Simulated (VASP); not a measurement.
# CaO (I4/mmm) in VASP: notebook

Runs on CaO. Level: r2SCAN. Tasks: single point.

All numbers are computed with VASP 6.6.1; they aren't measurements. Logs are shortened: lines on timing, memory, paths and dates and some standing lists are left out, and cuts for length are marked.

## Step 1: The cell of the first run

It takes space group I4/mmm (No. 139, tetragonal). Conventional cell: a = 3.323 Å, b = 3.323 Å, c = 4.846 Å, α = 90.00°, β = 90.00°, γ = 90.00°. Ca (site symmetry 4/mmm) has 6 O at 2.35 to 2.42 Å within 3.1 Å. Within 3.1 Å of O (site symmetry 4/mmm) lie 6 Ca at 2.35 to 2.42 Å.

## Step 2: Single point, r2SCAN (in-plane strain -0.02, then relaxed in part)

Contents of POSCAR:

```
CaO
1.0
    2.3494925767      2.3494925767      0.0000000000
   -2.3494925767      2.3494925767      0.0000000000
    0.0000000000      2.3494925767      2.4231830723
Ca O
1 1
Direct
    0.0000000000      0.0000000000      0.0000000000
    0.5000000000      0.5000000000      0.0000000000
```

Contents of INCAR.step1:

```
SYSTEM = CaO
ALGO = Normal
EDIFF = 1E-4
ENCUT = 520
GGA = PE
ISMEAR = 0
LASPH = .TRUE.
LCHARG = .FALSE.
LREAL = .FALSE.
LWAVE = .TRUE.
NBANDS = 15
NELM = 80
PREC = Accurate
SIGMA = 0.01
```

Contents of INCAR.step2:

```
SYSTEM = CaO
ALGO = Normal
EDIFF = 1E-6
ENCUT = 520
ISIF = 2
ISMEAR = 0
ISTART = 1
LASPH = .TRUE.
LCHARG = .FALSE.
LMIXTAU = .TRUE.
LREAL = .FALSE.
LWAVE = .FALSE.
METAGGA = R2SCAN
NBANDS = 15
NELM = 80
PREC = Accurate
SIGMA = 0.01
```

Contents of KPOINTS:

```
k-points
0
G
  8 8 8
  0 0 0
```

Potentials or basis: VASP PAW PBE potentials, release 64 (Ca_sv, O).

Started as:

```bash
cat potpaw_PBE.64/Ca_sv/POTCAR potpaw_PBE.64/O/POTCAR > POTCAR
cp INCAR.step1 INCAR
mpirun -np 1 vasp_std > vasp.out
cp INCAR.step2 INCAR
mpirun -np 1 vasp_std > vasp.out
```

OUTCAR:

```text
SYSTEM = CaO
   EDIFF = 1E-6
   ENCUT = 520
   ISIF = 2
   ISMEAR = 0
   ISTART = 1
   LASPH = .TRUE.
   LREAL = .FALSE.
   METAGGA = R2SCAN
   NELM = 80
   PREC = Accurate

 ion  position               nearest neighbor table
   1  0.000  0.000  0.000-   2 2.35   2 2.35   2 2.35   2 2.35   2 2.42   2 2.42
   2  0.500  0.500  0.000-   1 2.35   1 2.35   1 2.35   1 2.35   1 2.42   1 2.42

  LATTYP: Found a body centered tetragonal cell.
 ALAT       =     3.3226842667
 C/A-ratio  =     1.4585695647

  Lattice vectors:

 A1 = (   2.3494925767,   0.0000000000,  -2.4231830723)
 A2 = (  -2.3494925767,   0.0000000000,  -2.4231830723)
 A3 = (   0.0000000000,   2.3494925767,   2.4231830723)

Analysis of symmetry for initial positions (statically):
=====================================================================
 Subroutine PRICEL returns:
 Original cell was already a primitive cell.

 Routine SETGRP: Setting up the symmetry group for a
 body centered tetragonal supercell.

 Subroutine GETGRP returns: Found 16 space group operations
 (whereof 16 operations were pure point group operations)
 out of a pool of 16 trial point group operations.

The static configuration has the point symmetry D_4h.

Analysis of symmetry for dynamics (positions and initial velocities):
=====================================================================
 Subroutine PRICEL returns:
 Original cell was already a primitive cell.

 Routine SETGRP: Setting up the symmetry group for a
 body centered tetragonal supercell.

 Subroutine GETGRP returns: Found 16 space group operations
 (whereof 16 operations were pure point group operations)
 out of a pool of 16 trial point group operations.

The dynamic configuration has the point symmetry D_4h.

 Subroutine INISYM returns: Found 16 space group operations
 (whereof 16 operations are pure point group operations),
 and found     1 'primitive' translations

----------------------------------------------------------------------------------------

                                     Primitive cell

  volume of cell :      26.7525

  direct lattice vectors                    reciprocal lattice vectors
     2.349492577  2.349492577  0.000000000     0.212811909  0.212811909 -0.206340167
    -2.349492577  2.349492577  0.000000000    -0.212811909  0.212811909 -0.206340167
     0.000000000  2.349492577  2.423183072     0.000000000  0.000000000  0.412680334

  length of vectors
     3.322684267  3.322684267  3.375193560     0.364902839  0.364902839  0.412680334

  position of ions in fractional coordinates (direct lattice)
     0.000000000  0.000000000  0.000000000
     0.500000000  0.500000000  0.000000000

  ion indices of the primitive-cell ions
   primitive index   ion index
                 1           1
                 2           2

----------------------------------------------------------------------------------------

 KPOINTS: k-points

Automatic generation of k-mesh.
 Grid dimensions read from file:
 generate k-points for:    8    8    8

 Generating k-lattice:

  Cartesian coordinates                     Fractional coordinates (reciprocal lattice)
     0.026601489  0.026601489 -0.025792521     0.125000000  0.000000000  0.000000000
    -0.026601489  0.026601489 -0.025792521     0.000000000  0.125000000  0.000000000
     0.000000000  0.000000000  0.051585042     0.000000000  0.000000000  0.125000000

  Length of vectors
     0.045612855  0.045612855  0.051585042

  Shift w.r.t. Gamma in fractional coordinates (k-lattice)
     0.000000000  0.000000000  0.000000000

 Subroutine IBZKPT returns following result:
 ===========================================

 Found     59 irreducible k-points:

 Following reciprocal coordinates:
            Coordinates               Weight
  0.000000  0.000000  0.000000      1.000000
  0.125000  0.000000  0.000000      8.000000
  0.250000  0.000000  0.000000      8.000000
  0.375000  0.000000  0.000000      8.000000
  0.500000  0.000000  0.000000      4.000000
  0.125000  0.125000  0.000000      8.000000
[... 16 lines left out ...]
  0.250000  0.000000  0.125000      4.000000
  0.375000  0.000000  0.125000      8.000000
 [... further k-points ...]
   k-points           NKPTS =     59   k-points in BZ     NKDIM =     59   number of bands    NBANDS=     15
   number of dos      NEDOS =    301   number of ions     NIONS =      2
   total plane-waves  NPLWV =  21952
   dimension x,y,z NGX =    28 NGY =   28 NGZ =   28
   dimension x,y,z NGXF=    56 NGYF=   56 NGZF=   56
   ions per type =               1   1
   NGX,Y,Z   is equivalent  to a cutoff of  14.01, 14.01, 13.79 a.u.
   NGXF,Y,Z  is equivalent  to a cutoff of  28.02, 28.02, 27.58 a.u.
 SYSTEM =  CaO
   PREC   = accura    normal or accurate (medium, high low for compatibility)
   ISTART =      1    job   : 0-new  1-cont  2-samecut
   ICHARG =      0    charge: 1-file 2-atom 10-const
   ISPIN  =      1    spin polarized calculation?
   LNONCOLLINEAR =      F non collinear calculations
   LSORBIT =      F    spin-orbit coupling
   LASPH  =      T    aspherical Exc in radial PAW
   ENCUT  =  520.0 eV  38.22 Ry    6.18 a.u.   6.18  6.18  6.28*2*pi/ulx,y,z
   NELM   =     80;   NELMIN=  2; NELMDL=  0     # of ELM steps
   EDIFF  = 0.1E-05   stopping-criterion for ELM
   LREAL  =      F    real-space projection
   EDIFFG = 0.1E-04   stopping-criterion for IOM
   NSW    =      0    number of steps for IOM
   IBRION =     -1    ionic relax: 0-MD 1-quasi-New 2-CG
   NFREE  =      0    steps in history (QN), initial steepest desc. (CG)
   ISIF   =      2    stress and relaxation
   ISYM   =      2    0-nonsym 1-usesym 2-fastsym
   POTIM  = 0.5000    time-step for ionic-motion
   TEBEG  =    0.0;   TEEND  =   0.0 temperature during run
   PSTRESS=    0.0 pullay stress
   NELECT =      16.0000    total number of electrons
   NUPDOWN=      -1.0000    fix difference up-down
   EMIN   =  10.00;   EMAX   =-10.00  energy-range for DOS
   EFERMI =   0.00;   METHOD = LEGACY
   ISMEAR =     0;   SIGMA  =   0.01  broadening in eV -4-tet -1-fermi 0-gaus
   EFERMI_NEDOS =   21; number of points for ismear=-14 and -15
   IALGO  =     38    algorithm
   IMIX   =      4    mixing-type and parameters
     AMIX     =   0.40;   BMIX     =  1.00
     AMIX_MAG =   1.60;   BMIX_MAG =  1.00
  volume/ion in A,a.u.               =      13.38        90.27
  Fermi-wavevector in a.u.,A,eV,Ry     =   1.379304  2.606507 25.884810  1.902480
  Thomas-Fermi vector in A             =   2.504286
   LORBIT       =      0    0 simple, 1 ext, 2 COOP (PROOUT), +10 PAW based schemes
   METAGGA = R2SCAN    functional components
   LHFCALC =     F    Hartree Fock is set to
   AEXX    =    0.0000 exact exchange contribution
   IVDW    =     0    specifies the selected vdW correction
   LEPSILON=     F    determine dielectric tensor
   LRPA    =     F    only Hartree local field effects (RPA)
 non-spin polarized calculation
 Gauss-broadening in eV      SIGMA  =   0.01
  energy-cutoff  :      520.00
  volume of cell :       26.75
 maximum number of plane-waves:       733
 NGX is ok and might be reduce to    28
   NGX = 13   NGY = 13   NGZ = 13

 number of electron      15.9999996 magnetization

 Free energy of the ion-electron system (eV)
  ---------------------------------------------------
  ext. energy  EPLUGINS =         0.00000000
  ---------------------------------------------------
  free energy    TOTEN  =       -19.42609867 eV

  energy without entropy =      -19.42609867  energy(sigma->0) =      -19.42609867

 E-fermi :   2.4542     XC(G=0): -11.2696

 val. band max:        2.2554470159   @ k =   0.0000   0.0000   0.0000
 cond. band min:       6.3725354726   @ k =   0.5000   0.5000   0.0000
 fundamental gap:      4.1170884568
 Fermi energy:         2.4541979243

 k-point     1 :       0.0000    0.0000    0.0000
  band No.  band energies     occupation
      1     -36.6699      2.00000
      2     -16.5499      2.00000
      3     -16.5267      2.00000
      4     -16.5267      2.00000
      5     -14.3207      2.00000
      6       2.1711      2.00000
      7       2.2554      2.00000
      8       2.2554      2.00000
      9       7.9288      0.00000
     10       9.0310      0.00000
     11       9.2500      0.00000
     12       9.2500      0.00000
     13      10.7374      0.00000
     14      10.9827      0.00000
     15      18.2537      0.00000

 k-point     2 :       0.1250    0.0000    0.0000
  band No.  band energies     occupation
      1     -36.6525      2.00000
      2     -16.8293      2.00000
      3     -16.5542      2.00000
      4     -16.5320      2.00000
      5     -14.0168      2.00000
      6       1.6973      2.00000
      7       1.9848      2.00000
      8       2.0275      2.00000
      9       8.6102      0.00000
     10       9.1175      0.00000
     11       9.4194      0.00000
     12       9.5218      0.00000
     13      11.1313      0.00000
     14      11.3892      0.00000
     15      18.8951      0.00000

 k-point     3 :       0.2500    0.0000    0.0000
  band No.  band energies     occupation
      1     -36.6100      2.00000
      2     -17.3660      2.00000
      3     -16.5811      2.00000
      4     -16.5448      2.00000
      5     -13.4590      2.00000
      6       0.6811      2.00000
      7       1.5127      2.00000
      8       1.5374      2.00000
      9       9.2264      0.00000
     10      10.0921      0.00000
     11      10.1831      0.00000
     12      10.2387      0.00000
     13      12.0794      0.00000
     14      12.3653      0.00000
     15      19.3752      0.00000
[... 343 lines left out ...]
 k-point    23 :       0.2500    0.0000    0.1250
  band No.  band energies     occupation
      1     -36.6256      2.00000
      2     -17.1608      2.00000
      3     -16.6249      2.00000
      4     -16.5207      2.00000
      5     -13.6392      2.00000
      6       1.0305      2.00000
      7       1.6106      2.00000
      8       1.8767      2.00000
      9       8.9935      0.00000
     10       9.2064      0.00000
     11       9.7428      0.00000
     12      10.2321      0.00000
     13      11.6937      0.00000
     14      12.2543      0.00000
     15      19.4895      0.00000

 k-point    24 :       0.3750    0.0000    0.1250
  band No.  band energies     occupation
      1     -36.5831      2.00000
      2     -17.5577      2.00000
      3     -16.6878      2.00000
      4     -16.5337      2.00000
      5     -13.2210      2.00000
      6       0.2705      2.00000
      7       1.1911      2.00000
      8       1.4807      2.00000
      9       9.1833      0.00000
     10      10.2615      0.00000
     11      10.4108      0.00000
     12      11.1430      0.00000
     13      12.8271      0.00000
     14      13.2475      0.00000
     15      19.1670      0.00000

 [... further k-points ...]
[... 5 lines left out ...]
  --------------------------------------------------------------------------------------
  -------------------------------------------------------------------------------------
  Total        1.2205091      1.2205091      0.1566088      0.0000000      0.0000000     -0.0000000
  in kB       73.0949245     73.0949245      9.3791251      0.0000000      0.0000000     -0.0000000
  external PRESSURE =      51.8563247 kB  Pullay stress =       0.0000000 kB

 VOLUME and BASIS-vectors are now :
 -----------------------------------------------------------------------------
  energy-cutoff  :      520.00
  volume of cell :       26.75
      direct lattice vectors                 reciprocal lattice vectors
     2.349492577  2.349492577  0.000000000     0.212811909  0.212811909 -0.206340167
    -2.349492577  2.349492577  0.000000000    -0.212811909  0.212811909 -0.206340167
     0.000000000  2.349492577  2.423183072     0.000000000  0.000000000  0.412680334

 POSITION                                       TOTAL-FORCE (eV/Angst)
 -----------------------------------------------------------------------------------
      0.00000      0.00000      0.00000        -0.000000     -0.000000      0.000000
      0.00000      2.34949      0.00000         0.000000      0.000000      0.000000
 -----------------------------------------------------------------------------------
    total drift:                               -0.000000      0.000000     -0.000000

  FREE ENERGIE OF THE ION-ELECTRON SYSTEM (eV)
  ---------------------------------------------------
  free  energy   TOTEN  =       -19.4260986705 eV

  energy  without entropy=      -19.4260986705  energy(sigma->0) =      -19.42609867
```

Wall time 50 s (1 thread of Intel Xeon 6975P-C (Granite Rapids), shared host); peak memory 0.18 GiB.

Results:

| Quantity | Value |
| --- | --- |
| Free energy | -19.4261 eV |
| Pressure | 5.2 GPa |
| Band gap on the k mesh | 4.12 eV, indirect (least direct gap 4.50 eV) |

Caveat: the cell differs from its parent crystal (in-plane strain -0.02, then relaxed in part); the PAW data sets were made with another functional, which shifts forces and pressure a little.

## Step 3: Single point, r2SCAN (in-plane strain -0.02)

Changes to POSCAR since step 2:

```diff
@@ -4,3 +4,3 @@
    -2.3494925767      2.3494925767      0.0000000000
-    0.0000000000      2.3494925767      2.4231830723
+    0.0000000000      2.3494925767      2.4262107016
 Ca O
```

Contents of INCAR.step1:

```
ALGO = Normal
EDIFF = 1E-4
ENCUT = 520
GGA = PE
ISMEAR = 0
LASPH = T
LCHARG = F
LREAL = F
LWAVE = T
NBANDS = 15
NELM = 60
PREC = Accurate
SIGMA = 0.01
```

Contents of INCAR.step2:

```
ALGO = Normal
EDIFF = 1E-6
ENCUT = 520
ISIF = 2
ISMEAR = 0
ISTART = 1
LASPH = T
LCHARG = F
LMIXTAU = T
LREAL = F
LWAVE = F
METAGGA = R2SCAN
NBANDS = 15
NELM = 60
PREC = Accurate
SIGMA = 0.01
```

Contents of KPOINTS:

```
k-points
0
Gamma
  8 8 8
```

Potentials or basis: VASP PAW PBE potentials, release 64 (Ca_sv, O).

Started as:

```bash
cat potpaw_PBE.64/Ca_sv/POTCAR potpaw_PBE.64/O/POTCAR > POTCAR
cp INCAR.step1 INCAR
mpirun -np 1 vasp_std > vasp.out
cp INCAR.step2 INCAR
mpirun -np 1 vasp_std > vasp.out
```

Wall time 58 s (1 thread of Intel Xeon 6975P-C (Granite Rapids), shared host); peak memory 0.18 GiB.

It converged, with:

```yaml
Free_energy: -19.4263 eV
Pressure: 5.0 GPa
Band_gap_on_the_k_mesh: 4.12 eV, indirect (least direct gap 4.50 eV)
```

Stress tensor (GPa, compression positive):
```
7.23 0.00 0.00
0.00 7.23 0.00
0.00 0.00 0.65
```

Levels at points of the mesh, in eV from the valence-band top:
| k point | band 6 | band 7 | band 8 | band 9 | band 10 | band 11 |
| --- | --- | --- | --- | --- | --- | --- |
| (0.00, 0.00, 0.00) | -0.09 | 0.00 | 0.00 | 5.66 | 6.77 | 6.99 |
| (0.50, 0.00, 0.00) | -2.72 | -1.31 | -1.31 | 7.84 | 9.21 | 9.25 |
| (0.50, 0.50, 0.00) | -1.23 | -0.46 | -0.38 | 4.12 | 8.99 | 9.85 |
| (0.00, 0.00, 0.50) | -1.43 | -0.34 | -0.34 | 4.22 | 8.99 | 9.82 |

Caveat: the cell differs from its parent crystal (in-plane strain -0.02); the PAW data sets were made with another functional, which shifts forces and pressure a little. A k mesh can miss the band edges.
